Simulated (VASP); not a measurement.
A run of VASP 6.6.1 is set up as follows.

The input INCAR:

```
SYSTEM = CdSe
  PREC = Accurate
  ENCUT = 600
  EDIFF = 1E-7
  ISMEAR = 0
  SIGMA = 0.05
  LREAL = .False.
  LASPH = .True.
  NELM = 100
  ALGO = Normal
  ISIF = 3
  LWAVE = .False.
  LCHARG = .False.
  GGA = PS
  IBRION = 2
  NSW = 80
  EDIFFG = -0.01
```

File KPOINTS:

```
Automatic mesh
0
Gamma
  10 10 6
  0 0 0
```

POSCAR

```
CdSe
1.0
    4.3127807497      0.0000000000      0.0000000000
   -2.1563903749      3.7349776902      0.0000000000
    0.0000000000      0.0000000000      7.0385064835
Cd Se
2 2
Direct
    0.6666666667      0.3333333333      0.0000000000
    0.3333333333      0.6666666667      0.5000000000
    0.6666666667      0.3333333333      0.3750000000
    0.3333333333      0.6666666667      0.8750000000
```

Potentials or basis: VASP PAW PBE potentials, release 64 (Cd, Se).

The run is started by

```sh
$ cat potpaw_PBE.64/Cd/POTCAR potpaw_PBE.64/Se/POTCAR > POTCAR
$ mpirun -np 1 vasp_std > vasp.out
```

Question: Estimate the relaxed volume.

Answer: 28.27 Å³/atom.

Question: Predict the band gap on the k mesh.

Answer: 0.53 eV, direct.

Question: Predict the space group after relaxing (to 0.05 Å).

Answer: P6_3mc (No. 186).

Final structure:
```
Cd Se
1.0
     4.30719    0.00000    0.00000
    -2.15359    3.73013    0.00000
     0.00000    0.00000    7.03905
Cd Se
2 2
Direct
  0.66667 0.33333 0.99984
  0.33333 0.66667 0.49984
  0.66667 0.33333 0.37516
  0.33333 0.66667 0.87516
```

Caveat: the PAW data sets were made with another functional, which shifts forces and pressure a little. A hybrid or GW would open this gap; PBEsol tends to underestimate it.
